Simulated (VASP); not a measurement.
Wanted: the native input for a VASP 6.6.1 run.

| Quantity | Value |
| --- | --- |
| Task | single point |
| Functional | PBE |
| Potentials or basis | VASP PAW PBE potentials, release 64 (Si, Sn_d) |
| Cutoff | 520 eV |
| k mesh | 6 × 6 × 4 |
| Occupations | gaussian, width 0.01 eV |
| Spin | no spin polarisation |
| Dipole correction | no |
| Further INCAR settings | ALGO = Normal; EDIFF = 1e-07; NBANDS = 21 |

The structure of Si3Sn lies in POSCAR:

```
Si3Sn
1.0
    4.0376389110      0.0000000000      0.0000000000
    0.0000000000      4.0376389110      0.0000000000
    0.0000000000      0.0000000000      5.7486205295
Si Sn
3 1
Direct
    0.5000000000      0.0000000000      0.7746010627
    0.5000000000      0.5000000000      0.0000000000
    0.0000000000      0.5000000000      0.2253989373
    0.0000000000      0.0000000000      0.5000000000
```

One way to write it, as run:

INCAR

```
  ALGO = Normal
  EDIFF = 1E-7
  ENCUT = 520
  GGA = PE
  ISIF = 2
  ISMEAR = 0
  LASPH = True
  LCHARG = False
  LREAL = False
  LWAVE = False
  NBANDS = 21
  NELM = 80
  PREC = Accurate
  SIGMA = 0.01
```

KPOINTS

```
k-points
0
Gamma
  6 6 4
```

Potentials or basis: VASP PAW PBE potentials, release 64 (Si, Sn_d).

The run is started by

```console
$ cat potpaw_PBE.64/Si/POTCAR potpaw_PBE.64/Sn_d/POTCAR > POTCAR
$ mpirun -np 1 vasp_std > vasp.out
```

Results of the run:

- Pressure: 1.4 GPa
- Largest force: 0.082 eV/Å
- Band gap on the k mesh: 0.23 eV, indirect (least direct gap 0.50 eV)

Caveat: spin-orbit coupling is left out, which moves the levels of the heavy elements.

It took 85 s on 1 thread of Intel Xeon 8259CL, on a shared host, peak memory 0.22 GiB.
